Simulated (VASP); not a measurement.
# Cs2AgBiBr6 (Fm-3m) in VASP: a series of runs, part 2 of 2

VASP 6.6.1. Earlier steps stand in the parts before.

**5. Single point, PBEsol (37.10 Å³/atom)**

This run uses another cell than the first one, of 37.10 Å³/atom.

INCAR reads:

```
SYSTEM = Cs2AgBiBr6
ALGO = Normal ; EDIFF = 1E-7
ENCUT = 520 ; GGA = PS
ISIF = 2 ; ISMEAR = 0
LASPH = .True. ; LCHARG = .False.
LREAL = .False. ; LWAVE = .False.
NBANDS = 54 ; NELM = 60
PREC = Accurate ; SIGMA = 0.02
```

KPOINTS reads:

```
k-points
0
Gamma
  4 4 4
  0 0 0
```

POSCAR reads:

```
Cs2AgBiBr6
1.0
    0.0000000000      5.7033958483      5.7033958483
    5.7033958483      0.0000000000      5.7033958483
    5.7033958483      5.7033958483      0.0000000000
Cs Ag Bi Br
2 1 1 6
Direct
    0.2500000000      0.2500000000      0.2500000000
    0.7500000000      0.7500000000      0.7500000000
    0.5000000000      0.5000000000      0.5000000000
    0.0000000000      0.0000000000      0.0000000000
    0.2522564827      0.7477435173      0.2522564827
    0.2522564827      0.7477435173      0.7477435173
    0.7477435173      0.2522564827      0.7477435173
    0.7477435173      0.2522564827      0.2522564827
    0.2522564827      0.2522564827      0.7477435173
    0.7477435173      0.7477435173      0.2522564827
```

Potentials or basis: VASP PAW PBE potentials, release 64 (Cs_sv, Ag, Bi_d, Br).

Command:

```bash
cat potpaw_PBE.64/Cs_sv/POTCAR potpaw_PBE.64/Ag/POTCAR potpaw_PBE.64/Bi_d/POTCAR potpaw_PBE.64/Br/POTCAR > POTCAR
mpirun -np 1 vasp_std > vasp.out
```

OUTCAR:

```text
SYSTEM = Cs2AgBiBr6
   EDIFF = 1E-7
   ENCUT = 520
   GGA = PS
   ISIF = 2
   ISMEAR = 0
   LASPH = .True.
   LREAL = .False.
   NELM = 60
   PREC = Accurate

 ion  position               nearest neighbor table
   1  0.250  0.250  0.250-
   2  0.750  0.750  0.750-
   3  0.500  0.500  0.500-   5 2.83   6 2.83   7 2.83   8 2.83   9 2.83  10 2.83
   4  0.000  0.000  0.000-   5 2.88   6 2.88   7 2.88   8 2.88   9 2.88  10 2.88
   5  0.252  0.748  0.252-   3 2.83   4 2.88
   6  0.252  0.748  0.748-   3 2.83   4 2.88
   7  0.748  0.252  0.748-   3 2.83   4 2.88
   8  0.748  0.252  0.252-   3 2.83   4 2.88
   9  0.252  0.252  0.748-   3 2.83   4 2.88
  10  0.748  0.748  0.252-   3 2.83   4 2.88

  LATTYP: Found a face centered cubic cell.
 ALAT       =    11.4067916966

  Lattice vectors:

 A1 = (   0.0000000000,   5.7033958483,   5.7033958483)
 A2 = (   5.7033958483,   0.0000000000,   5.7033958483)
 A3 = (   5.7033958483,   5.7033958483,   0.0000000000)

[... 178 lines left out ...]
 Fermi energy:         1.0094809097

 k-point     1 :       0.0000    0.0000    0.0000
  band No.  band energies     occupation
      1     -22.1239      2.00000
      2     -22.1239      2.00000
      3     -22.0960      2.00000
      4     -22.0960      2.00000
      5     -22.0960      2.00000
      6     -19.7894      2.00000
[... 445 lines left out ...]
     53       6.9208      0.00000
     54       7.2838      0.00000

------------------------ aborting loop because EDIFF is reached ----------------------------------------

  FORCE on cell =-STRESS in cart. coord.  units (eV):
  Direction    XX          YY          ZZ          XY          YZ          ZX
  --------------------------------------------------------------------------------------
  -------------------------------------------------------------------------------------
  Total       -3.0324768     -3.0324768     -3.0324768      0.0000000     -0.0000000      0.0000000
  in kB      -13.0941564    -13.0941564    -13.0941564      0.0000000     -0.0000000      0.0000000
  external PRESSURE =     -13.0941564 kB  Pullay stress =       0.0000000 kB

 VOLUME and BASIS-vectors are now :
 -----------------------------------------------------------------------------
  energy-cutoff  :      520.00
  volume of cell :      371.05
      direct lattice vectors                 reciprocal lattice vectors
     0.000000000  5.703395848  5.703395848    -0.087667069  0.087667069  0.087667069
     5.703395848  0.000000000  5.703395848     0.087667069 -0.087667069  0.087667069
     5.703395848  5.703395848  0.000000000     0.087667069  0.087667069 -0.087667069

 POSITION                                       TOTAL-FORCE (eV/Angst)
 -----------------------------------------------------------------------------------
      2.85170      2.85170      2.85170         0.000000     -0.000000      0.000000
      8.55509      8.55509      8.55509        -0.000000      0.000000     -0.000000
      5.70340      5.70340      5.70340        -0.000000     -0.000000      0.000000
      0.00000      0.00000      0.00000        -0.000000     -0.000000      0.000000
      5.70340      2.87744      5.70340        -0.000000      0.002773      0.000000
      8.52935      5.70340      5.70340        -0.002773     -0.000000      0.000000
      5.70340      8.52935      5.70340        -0.000000     -0.002773      0.000000
      2.87744      5.70340      5.70340         0.002773     -0.000000      0.000000
      5.70340      5.70340      2.87744        -0.000000     -0.000000      0.002773
      5.70340      5.70340      8.52935        -0.000000     -0.000000     -0.002773
 -----------------------------------------------------------------------------------
    total drift:                                0.000000      0.000000      0.000000

  FREE ENERGIE OF THE ION-ELECTRON SYSTEM (eV)
  ---------------------------------------------------
  free  energy   TOTEN  =       -31.7392601583 eV

  energy  without entropy=      -31.7392601583  energy(sigma->0) =      -31.73926016
```

OSZICAR:

```text
N       E                     dE             d eps       ncg     rms          rms(c)
DAV:   1     0.701992882094E+03    0.70199E+03   -0.36587E+04   872   0.139E+03
DAV:   2     0.437202026076E+02   -0.65827E+03   -0.63962E+03  1090   0.297E+02
DAV:   3    -0.305954785367E+02   -0.74316E+02   -0.73790E+02  1010   0.117E+02
DAV:   4    -0.330227490096E+02   -0.24273E+01   -0.24177E+01  1032   0.256E+01
DAV:   5    -0.331063785200E+02   -0.83630E-01   -0.83593E-01  1200   0.425E+00    0.779E+00
DAV:   6    -0.318072319126E+02    0.12991E+01   -0.24146E+00  1100   0.947E+00    0.509E+00
DAV:   7    -0.317376411651E+02    0.69591E-01   -0.11118E+00  1056   0.381E+00    0.233E+00
DAV:   8    -0.317371282454E+02    0.51292E-03   -0.92392E-02  1026   0.144E+00    0.648E-01
DAV:   9    -0.317384055988E+02   -0.12774E-02   -0.89245E-03  1016   0.498E-01    0.128E-01
DAV:  10    -0.317389834660E+02   -0.57787E-03   -0.13954E-03  1082   0.144E-01    0.883E-02
DAV:  11    -0.317392337172E+02   -0.25025E-03   -0.30364E-04   992   0.715E-02    0.164E-02
DAV:  12    -0.317392558935E+02   -0.22176E-04   -0.31163E-05  1002   0.241E-02    0.102E-02
DAV:  13    -0.317392601765E+02   -0.42830E-05   -0.13563E-05  1072   0.117E-02    0.524E-03
DAV:  14    -0.317392601436E+02    0.32950E-07   -0.18532E-06  1074   0.648E-03    0.235E-03
DAV:  15    -0.317392601583E+02   -0.14745E-07   -0.25399E-07   960   0.202E-03
   1 F= -.31739260E+02 E0= -.31739260E+02  d E =-.531517E-34
```

Wall time 2.3 min (1 thread of AMD EPYC 9R45 (Zen 5), shared host); peak memory 0.54 GiB.

Results:

| Quantity | Value |
| --- | --- |
| Free energy | -31.7393 eV |
| Pressure | -1.3 GPa |
| Band gap on the k mesh | 1.20 eV (least direct gap 2.29 eV) |

Forces in eV/Å, atoms in the order of the input:
```
Cs   0.000  0.000  0.000
Cs   0.000  0.000  0.000
Ag   0.000  0.000  0.000
Bi   0.000  0.000  0.000
Br   0.000  0.003  0.000
Br  -0.003  0.000  0.000
Br   0.000 -0.003  0.000
Br   0.003  0.000  0.000
Br   0.000  0.000  0.003
Br   0.000  0.000 -0.003
```

Caveat: the PAW data sets were made with another functional, which shifts forces and pressure a little; spin-orbit coupling is left out, which moves the levels of the heavy elements.

**6. Single point, PBEsol (38.51 Å³/atom)**

This run uses another cell than the first one, of 38.51 Å³/atom.

INCAR reads:

```
  PREC = Accurate
  ENCUT = 520
  EDIFF = 1E-7
  ISMEAR = 0
  SIGMA = 0.02
  LREAL = F
  LASPH = T
  NELM = 60
  ALGO = Normal
  ISIF = 2
  LWAVE = F
  LCHARG = F
  GGA = PS
  NBANDS = 54
```

KPOINTS reads:

```
regular mesh
0
Gamma
  4 4 4
```

POSCAR reads:

```
Cs2AgBiBr6
1.0
    0.0000000000      5.7742527313      5.7742527313
    5.7742527313      0.0000000000      5.7742527313
    5.7742527313      5.7742527313      0.0000000000
Cs Ag Bi Br
2 1 1 6
Direct
    0.2500000000      0.2500000000      0.2500000000
    0.7500000000      0.7500000000      0.7500000000
    0.5000000000      0.5000000000      0.5000000000
    0.0000000000      0.0000000000      0.0000000000
    0.2508615127      0.7491384873      0.2508615127
    0.2508615127      0.7491384873      0.7491384873
    0.7491384873      0.2508615127      0.7491384873
    0.7491384873      0.2508615127      0.2508615127
    0.2508615127      0.2508615127      0.7491384873
    0.7491384873      0.7491384873      0.2508615127
```

Potentials or basis: VASP PAW PBE potentials, release 64 (Cs_sv, Ag, Bi_d, Br).

Command:

```bash
cat potpaw_PBE.64/Cs_sv/POTCAR potpaw_PBE.64/Ag/POTCAR potpaw_PBE.64/Bi_d/POTCAR potpaw_PBE.64/Br/POTCAR > POTCAR
mpirun -np 1 vasp_std > vasp.out
```

OUTCAR:

```text
PREC = Accurate
   ENCUT = 520
   EDIFF = 1E-7
   ISMEAR = 0
   LREAL = F
   LASPH = T
   NELM = 60
   ISIF = 2
   GGA = PS

 ion  position               nearest neighbor table
   1  0.250  0.250  0.250-
   2  0.750  0.750  0.750-
   3  0.500  0.500  0.500-   5 2.88   6 2.88   7 2.88   8 2.88   9 2.88  10 2.88
   4  0.000  0.000  0.000-   5 2.90   6 2.90   7 2.90   8 2.90   9 2.90  10 2.90
   5  0.251  0.749  0.251-   3 2.88   4 2.90
   6  0.251  0.749  0.749-   3 2.88   4 2.90
   7  0.749  0.251  0.749-   3 2.88   4 2.90
   8  0.749  0.251  0.251-   3 2.88   4 2.90
   9  0.251  0.251  0.749-   3 2.88   4 2.90
  10  0.749  0.749  0.251-   3 2.88   4 2.90

  LATTYP: Found a face centered cubic cell.
 ALAT       =    11.5485054626

  Lattice vectors:

 A1 = (   0.0000000000,   5.7742527313,   5.7742527313)
 A2 = (   5.7742527313,   0.0000000000,   5.7742527313)
 A3 = (   5.7742527313,   5.7742527313,   0.0000000000)

Analysis of symmetry for initial positions (statically):
=====================================================================
 Subroutine PRICEL returns:
 Original cell was already a primitive cell.

 Routine SETGRP: Setting up the symmetry group for a
 face centered cubic supercell.

 Subroutine GETGRP returns: Found 48 space group operations
 (whereof 48 operations were pure point group operations)
 out of a pool of 48 trial point group operations.

The static configuration has the point symmetry O_h .

Analysis of symmetry for dynamics (positions and initial velocities):
=====================================================================
 Subroutine PRICEL returns:
 Original cell was already a primitive cell.

 Routine SETGRP: Setting up the symmetry group for a
 face centered cubic supercell.

 Subroutine GETGRP returns: Found 48 space group operations
 (whereof 48 operations were pure point group operations)
 out of a pool of 48 trial point group operations.

The dynamic configuration has the point symmetry O_h .

 Subroutine INISYM returns: Found 48 space group operations
 (whereof 48 operations are pure point group operations),
 and found     1 'primitive' translations

----------------------------------------------------------------------------------------

                                     Primitive cell

  volume of cell :     385.0502

  direct lattice vectors                    reciprocal lattice vectors
     0.000000000  5.774252731  5.774252731    -0.086591291  0.086591291  0.086591291
     5.774252731  0.000000000  5.774252731     0.086591291 -0.086591291  0.086591291
     5.774252731  5.774252731  0.000000000     0.086591291  0.086591291 -0.086591291

  length of vectors
     8.166026525  8.166026525  8.166026525     0.149980516  0.149980516  0.149980516

  position of ions in fractional coordinates (direct lattice)
     0.250000000  0.250000000  0.250000000
     0.750000000  0.750000000  0.750000000
     0.500000000  0.500000000  0.500000000
     0.000000000  0.000000000  0.000000000
     0.250861513  0.749138487  0.250861513
[... 50 lines left out ...]
  0.250000  0.250000  0.000000      6.000000
  0.500000  0.250000  0.000000     24.000000
 -0.250000  0.250000  0.000000     12.000000
  0.500000  0.500000  0.000000      3.000000
 -0.250000  0.500000  0.250000      6.000000
   k-points           NKPTS =      8   k-points in BZ     NKDIM =      8   number of bands    NBANDS=     54
   number of dos      NEDOS =    301   number of ions     NIONS =     10
   total plane-waves  NPLWV = 262144
   dimension x,y,z NGX =    64 NGY =   64 NGZ =   64
   dimension x,y,z NGXF=   128 NGYF=  128 NGZF=  128
   ions per type =               2   1   1   6
   NGX,Y,Z   is equivalent  to a cutoff of  13.03, 13.03, 13.03 a.u.
   NGXF,Y,Z  is equivalent  to a cutoff of  26.06, 26.06, 26.06 a.u.
 SYSTEM =  unknown system
   PREC   = accura    normal or accurate (medium, high low for compatibility)
   ISTART =      0    job   : 0-new  1-cont  2-samecut
   ICHARG =      2    charge: 1-file 2-atom 10-const
   ISPIN  =      1    spin polarized calculation?
   LNONCOLLINEAR =      F non collinear calculations
   LSORBIT =      F    spin-orbit coupling
   LASPH  =      T    aspherical Exc in radial PAW
   ENCUT  =  520.0 eV  38.22 Ry    6.18 a.u.  15.18 15.18 15.18*2*pi/ulx,y,z
   NELM   =     60;   NELMIN=  2; NELMDL= -5     # of ELM steps
   EDIFF  = 0.1E-06   stopping-criterion for ELM
   LREAL  =      F    real-space projection
   EDIFFG = 0.1E-05   stopping-criterion for IOM
   NSW    =      0    number of steps for IOM
   IBRION =     -1    ionic relax: 0-MD 1-quasi-New 2-CG
   NFREE  =      0    steps in history (QN), initial steepest desc. (CG)
   ISIF   =      2    stress and relaxation
   ISYM   =      2    0-nonsym 1-usesym 2-fastsym
   POTIM  = 0.5000    time-step for ionic-motion
   TEBEG  =    0.0;   TEEND  =   0.0 temperature during run
   PSTRESS=    0.0 pullay stress
   NELECT =      86.0000    total number of electrons
   NUPDOWN=      -1.0000    fix difference up-down
   EMIN   =  10.00;   EMAX   =-10.00  energy-range for DOS
   EFERMI =   0.00;   METHOD = LEGACY
   ISMEAR =     0;   SIGMA  =   0.02  broadening in eV -4-tet -1-fermi 0-gaus
   EFERMI_NEDOS =   21; number of points for ismear=-14 and -15
   IALGO  =     38    algorithm
   IMIX   =      4    mixing-type and parameters
     AMIX     =   0.40;   BMIX     =  1.00
     AMIX_MAG =   1.60;   BMIX_MAG =  1.00
  volume/ion in A,a.u.               =      38.51       259.84
  Fermi-wavevector in a.u.,A,eV,Ry     =   0.993273  1.877013 13.423383  0.986591
  Thomas-Fermi vector in A             =   2.125143
   LORBIT       =      0    0 simple, 1 ext, 2 COOP (PROOUT), +10 PAW based schemes
   GGA     = PS    functional components
   LHFCALC =     F    Hartree Fock is set to
   AEXX    =    0.0000 exact exchange contribution
   IVDW    =     0    specifies the selected vdW correction
   LEPSILON=     F    determine dielectric tensor
   LRPA    =     F    only Hartree local field effects (RPA)
 non-spin polarized calculation
 Gauss-broadening in eV      SIGMA  =   0.02
  energy-cutoff  :      520.00
  volume of cell :      385.05
 maximum number of plane-waves:     10446
 NGX is ok and might be reduce to    64
   NGX = 31   NGY = 31   NGZ = 31

 number of electron      85.9999999 magnetization

 Free energy of the ion-electron system (eV)
  ---------------------------------------------------
  ext. energy  EPLUGINS =         0.00000000
  ---------------------------------------------------
  free energy    TOTEN  =       -31.59833087 eV

  energy without entropy =      -31.59833087  energy(sigma->0) =      -31.59833087

 E-fermi :   0.5836     XC(G=0):  -7.9875

 val. band max:        0.4809271493   @ k =   0.5000   0.5000   0.0000
 cond. band min:       1.7438792694   @ k =   0.5000   0.0000   0.0000
 fundamental gap:      1.2629521201
 Fermi energy:         0.5836089193

 k-point     1 :       0.0000    0.0000    0.0000
  band No.  band energies     occupation
      1     -22.4009      2.00000
      2     -22.4009      2.00000
      3     -22.3776      2.00000
      4     -22.3776      2.00000
      5     -22.3776      2.00000
      6     -20.0680      2.00000
[... 445 lines left out ...]
     53       6.6649      0.00000
     54       6.9860      0.00000

------------------------ aborting loop because EDIFF is reached ----------------------------------------

  FORCE on cell =-STRESS in cart. coord.  units (eV):
  Direction    XX          YY          ZZ          XY          YZ          ZX
  --------------------------------------------------------------------------------------
  -------------------------------------------------------------------------------------
  Total       -4.6126095     -4.6126095     -4.6126095      0.0000000     -0.0000000      0.0000000
  in kB      -19.1928694    -19.1928694    -19.1928694      0.0000000     -0.0000000      0.0000000
  external PRESSURE =     -19.1928694 kB  Pullay stress =       0.0000000 kB

 VOLUME and BASIS-vectors are now :
 -----------------------------------------------------------------------------
  energy-cutoff  :      520.00
  volume of cell :      385.05
      direct lattice vectors                 reciprocal lattice vectors
     0.000000000  5.774252731  5.774252731    -0.086591291  0.086591291  0.086591291
     5.774252731  0.000000000  5.774252731     0.086591291 -0.086591291  0.086591291
     5.774252731  5.774252731  0.000000000     0.086591291  0.086591291 -0.086591291

 POSITION                                       TOTAL-FORCE (eV/Angst)
 -----------------------------------------------------------------------------------
      2.88713      2.88713      2.88713         0.000000     -0.000000     -0.000000
      8.66138      8.66138      8.66138         0.000000     -0.000000     -0.000000
      5.77425      5.77425      5.77425         0.000000     -0.000000     -0.000000
      0.00000      0.00000      0.00000         0.000000     -0.000000     -0.000000
      5.77425      2.89708      5.77425         0.000000      0.005336     -0.000000
      8.65143      5.77425      5.77425        -0.005336     -0.000000     -0.000000
      5.77425      8.65143      5.77425         0.000000     -0.005336     -0.000000
      2.89708      5.77425      5.77425         0.005336     -0.000000     -0.000000
      5.77425      5.77425      2.89708         0.000000     -0.000000      0.005336
      5.77425      5.77425      8.65143         0.000000     -0.000000     -0.005336
 -----------------------------------------------------------------------------------
    total drift:                               -0.000000      0.000000      0.000000

  FREE ENERGIE OF THE ION-ELECTRON SYSTEM (eV)
  ---------------------------------------------------
  free  energy   TOTEN  =       -31.5983308737 eV

  energy  without entropy=      -31.5983308737  energy(sigma->0) =      -31.59833087
```

Run time: 2.7 min. Hardware: 1 thread of AMD EPYC 9R45 (Zen 5), shared host; peak memory 0.6 GiB.

Results:

```
Free energy            : -31.5983 eV
Pressure               : -1.9 GPa
Largest force          : 0.005 eV/Å
Band gap on the k mesh : 1.26 eV (least direct gap 2.25 eV)
```

Forces on the atoms (eV/Å):
```
Cs   0.000  0.000  0.000
Cs   0.000  0.000  0.000
Ag   0.000  0.000  0.000
Bi   0.000  0.000  0.000
Br   0.000  0.005  0.000
Br  -0.005  0.000  0.000
Br   0.000 -0.005  0.000
Br   0.005  0.000  0.000
Br   0.000  0.000  0.005
Br   0.000  0.000 -0.005
```

Levels at points of the mesh, in eV from the valence-band top:
| k point | band 40 | band 41 | band 42 | band 43 | band 44 | band 45 | band 46 | band 47 |
| --- | --- | --- | --- | --- | --- | --- | --- | --- |
| (0.00, 0.00, 0.00) | -0.90 | -0.90 | -0.53 | -0.53 | 2.29 | 2.29 | 2.29 | 3.59 |
| (0.50, 0.00, 0.00) | -1.18 | -1.17 | -0.99 | -0.99 | 1.26 | 3.48 | 3.48 | 4.96 |
| (0.50, 0.50, 0.00) | -1.25 | -0.91 | -0.54 | 0.00 | 2.72 | 2.72 | 3.03 | 4.13 |

Caveat: the PAW data sets were made with another functional, which shifts forces and pressure a little; spin-orbit coupling is left out, which moves the levels of the heavy elements. A k mesh can miss the band edges.

**7. The runs side by side**

```tsv
cell	gap on the mesh (eV)	pressure (GPa)	largest force (eV/Å)
a = 7.911 Å, angles 60.0°, 10 atoms, atomic positions A	1.10	0.0	0.01
a = 7.942 Å, angles 60.0°, 10 atoms, atomic positions B	1.12	-0.3	-
a = 7.989 Å, angles 60.0°, 10 atoms, atomic positions C	1.15	-0.7	0.01
a = 8.066 Å, angles 60.0°, 10 atoms, atomic positions D	1.20	-1.3	-
a = 8.166 Å, angles 60.0°, 10 atoms, atomic positions E	1.26	-1.9	0.01
```

Alike in all rows: task single point; level PBEsol; potentials or basis VASP PAW PBE potentials, release 64 (Cs_sv, Ag, Bi_d, Br); no spin polarisation; k mesh 4 × 4 × 4; cutoff (eV) 520; smearing gaussian 0.02 eV.

Caveats: the PAW data sets were made with another functional, which shifts forces and pressure a little; spin-orbit coupling is left out, which moves the levels of the heavy elements.

Total energies depend on the potentials used, so only differences within one code and one set of settings carry meaning.
